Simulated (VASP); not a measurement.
Wanted: the native input for a VASP 6.6.1 run.

* Task: single point
* Functional: PBEsol
* Potentials or basis: VASP PAW PBE potentials, release 64 (Al, N)
* Cutoff: 520 eV
* k mesh: 14 × 14 × 14
* Occupations: gaussian, width 0.05 eV
* Spin: no spin polarisation
* Dipole correction: no
* Further INCAR settings: ALGO = Normal; EDIFF = 1e-06; NBANDS = 11

The structure of AlN lies in POSCAR:

```
AlN
1.0
    0.0000000000      2.0226146461      2.0226146461
    2.0226146461      0.0000000000      2.0226146461
    2.0226146461      2.0226146461      0.0000000000
Al N
1 1
Direct
    0.0000000000      0.0000000000      0.0000000000
    0.5000000000      0.5000000000      0.5000000000
```

The input as run:

INCAR

```
PREC = Accurate ; ENCUT = 520
EDIFF = 1E-6 ; ISMEAR = 0
SIGMA = 0.05 ; LREAL = False
LASPH = True ; NELM = 100
ALGO = Normal ; ISIF = 2
LWAVE = False ; LCHARG = False
GGA = PS ; NBANDS = 11
```

KPOINTS

```
regular mesh
0
Gamma
  14 14 14
```

Potentials or basis: VASP PAW PBE potentials, release 64 (Al, N).

Run with:

```sh
$ cat potpaw_PBE.64/Al/POTCAR potpaw_PBE.64/N/POTCAR > POTCAR
$ mpirun -np 1 vasp_std > vasp.out
```

It gave:

```json
{"Pressure": "-0.1 GPa", "Band gap on the k mesh": "4.54 eV (least direct gap 5.65 eV)"}
```

Caveat: the PAW data sets were made with another functional, which shifts forces and pressure a little.

It took 15 s on 1 thread of Intel Xeon 8259CL, on a shared host, peak memory 0.14 GiB.
